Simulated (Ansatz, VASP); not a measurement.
**Be in VASP and in Ansatz**

The input INCAR:

```
ALGO = Normal
EDIFF = 1E-7
EDIFFG = -0.04
ENCUT = 600
GGA = PS
GGA_COMPAT = False
IBRION = 2
ISIF = 3
ISMEAR = 0
LASPH = True
LCHARG = False
LREAL = False
LWAVE = False
NELM = 120
NELMIN = 4
NSW = 90
PREC = Accurate
SIGMA = 0.1
```

Contents of KPOINTS:

```
k-points
0
Gamma
  9 9 4
```

The input POSCAR:

```
Be
1.0
    2.2997755904      0.0000000000      0.0000000000
   -1.1498877951      1.9916640843      0.0000000000
    0.0000000000      0.0000000000      7.4172301922
Be
4
Direct
    0.0000000000      0.0000000000      0.0000000000
    0.0000000000      0.0000000000      0.5000000000
    0.3333333333      0.6666666667      0.7500000000
    0.6666666667      0.3333333333      0.2500000000
```

Input for Ansatz:

```yaml
crystal:
  lattice:
    - [2.2997755904, 0.0, 0.0]
    - [-1.1498877951, 1.9916640843, 0.0]
    - [0.0, 0.0, 7.4172301922]
  atoms:
    - { symbol: Be, position: [0.0, 0.0, 0.0] }
    - { symbol: Be, position: [0.0, 0.0, 0.5] }
    - { symbol: Be, position: [0.3333333333, 0.6666666667, 0.75] }
    - { symbol: Be, position: [0.6666666667, 0.3333333333, 0.25] }
basis:
  ecutwfc: 420
kpoints:
  mp_grid: { grid: [9, 9, 4] }
hamiltonian:
  xc: pbesol
scf:
  occupations: { method: gaussian, width: 0.1 }
  lower_state_search: "off"
output:
  forces: true
  stress: true
  eigenvalues: true
relax:
  adjacent_minimum: "off"
  f_tol: 0.04
  max_steps: 70
  cell: { stress_tol: 0.4 }
```

Alike in both runs: task relaxation of cell and atoms; functional PBEsol; k mesh 9 × 9 × 4; occupations gaussian, width 0.1 eV; no spin polarisation.

|  | VASP | Ansatz |
| --- | --- | --- |
| version | VASP 6.6.1 | Ansatz 0.2.0 |
| potentials or method | VASP PAW PBE potentials, release 64 (Be), cutoff 600 eV | scalar-relativistic, plane waves, PAW |
| valence electrons in the cell | 8 | 8 |

|  | VASP | Ansatz | Ansatz less VASP |
| --- | --- | --- | --- |
| gap on the k mesh at the Fermi level, each at its own relaxed structure (eV) | none | none | - |
| relaxed volume (Å³/atom) | 7.86 | 7.83 | -0.033 |
| relaxed cell length with the largest relative difference (Å) | 2.255 | 2.251 | -0.0045 |

VASP's potentials were made for PBE, not for PBEsol. A gap of «none» marks a metal or a gap that the smearing closes.
